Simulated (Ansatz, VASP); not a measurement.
# Two plane-wave programs on NaCl

```
CELL_PARAMETERS angstrom
0.00000 2.84797 2.84797
2.84797 0.00000 2.84797
2.84797 2.84797 0.00000
ATOMIC_POSITIONS crystal
Na 0.00000 0.00000 0.00000
Cl 0.50000 0.50000 0.50000
```

Alike in both runs: functional PBE; k mesh 8 × 8 × 8; occupations gaussian, width 0.02 eV; no spin polarisation.

Ansatz relaxed the structure, and its values are those at the end. VASP's run is a single point on that final structure, the one shown.

|  | VASP | Ansatz |
| --- | --- | --- |
| version | VASP 6.6.1 | Ansatz 0.2.0 |
| potentials or method | VASP PAW PBE potentials, release 64 (Na_pv, Cl), cutoff 500 eV | scalar-relativistic, plane waves, PAW |
| valence electrons in the cell | 14 | 16 |

```tsv
	VASP	Ansatz	Ansatz less VASP
gap on the k mesh at the Fermi level (eV)	4.99	5.00	+0.001
least direct gap on the mesh (eV)	4.99	5.00	+0.001
pressure (GPa)	-0.1	0.0	+0.05
```

With one functional, cell and mesh, what is left measures potentials, basis and numerics. VASP's potentials hold 14 valence electrons a cell and Ansatz's 16, so a difference there can come from the potentials and not from the codes.
